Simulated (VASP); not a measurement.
Ca, 1 atom in the cell. The typed cell holds 1 atom: a = 3.839 Å, b = 3.921 Å, c = 3.771 Å, α = 113.75°, β = 113.11°, γ = 101.85°.  This cell differs from its parent crystal: the cell strained at random.

```yaml
Program: VASP 6.6.1
Task: single point
Functional: PBE
Potentials_or_basis: VASP PAW PBE potentials, release 64 (Ca_sv)
Cutoff: 520 eV
k_mesh: 9 × 9 × 9
Occupations: fermi-dirac, width 0.05 eV
Spin: no spin polarisation
Dipole_correction: no
Further_INCAR_settings: ALGO = Fast; EDIFF = 1e-06; NBANDS = 11
```

Potentials or basis: VASP PAW PBE potentials, release 64 (Ca_sv).

Command:

```console
$ cat potpaw_PBE.64/Ca_sv/POTCAR > POTCAR
$ mpirun -np 1 vasp_std > vasp.out
```

Hardware: 1 thread of Intel Xeon 8259CL, on a shared host.

Task: How long does it take, and how much memory?

Result: Wall time 5.3 min on 1 thread of Intel Xeon 8259CL, with other jobs on the host, peak memory 0.3 GiB. Counts: scf iterations 14, k points 365.
